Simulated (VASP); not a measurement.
Wanted: the native input for a VASP 6.6.1 run.

```yaml
Task: single point
Functional: PBEsol
Potentials_or_basis: VASP PAW PBE potentials, release 64 (Si, Ni)
Cutoff: 520 eV
k_mesh: 16 × 16 × 16
Occupations: gaussian, width 0.15 eV
Spin: no spin polarisation
Dipole_correction: no
Further_INCAR_settings: ALGO = Fast; EDIFF = 1e-06; NBANDS = 25
```

The structure of SiNi3 lies in POSCAR:

```
SiNi3
1.0
    3.2571569495      0.0000000000      0.0000000000
    0.0000000000      3.2571569495      0.0000000000
    0.0000000000      0.0000000000      3.9085883394
Si Ni
1 3
Direct
    0.0000000000      0.0000000000      0.0000000000
    0.0000000000      0.5000000000      0.5000000000
    0.5000000000      0.0000000000      0.5000000000
    0.5000000000      0.5000000000      0.0000000000
```

This cell differs from its parent crystal: ratio of the length along z to the lengths across it x 1.2, volume and fractional coordinates fixed.

The input as run:

INCAR

```
SYSTEM = SiNi3
  ALGO = Fast
  EDIFF = 1E-6
  ENCUT = 520
  GGA = PS
  ISIF = 2
  ISMEAR = 0
  LASPH = .True.
  LCHARG = .False.
  LREAL = .False.
  LWAVE = .False.
  NBANDS = 25
  NELM = 100
  PREC = Accurate
  SIGMA = 0.15
```

KPOINTS

```
k-points
0
Gamma
  16 16 16
  0 0 0
```

Potentials or basis: VASP PAW PBE potentials, release 64 (Si, Ni).

Run with:

```console
$ cat potpaw_PBE.64/Si/POTCAR potpaw_PBE.64/Ni/POTCAR > POTCAR
$ mpirun -np 1 vasp_std > vasp.out
```

Results of the run:

```yaml
Pressure: 4.6 GPa
Band_gap_on_the_k_mesh: zero (band 17 reaches 11.82 eV, above the bottom of band 18 at 10.95 eV)
```

Caveat: the PAW data sets were made with another functional, which shifts forces and pressure a little.

Run time: 2.6 min on 1 thread of Intel(R) Xeon(R) 6975P-C (Granite Rapids), with other jobs on the host, peak memory 0.42 GiB.
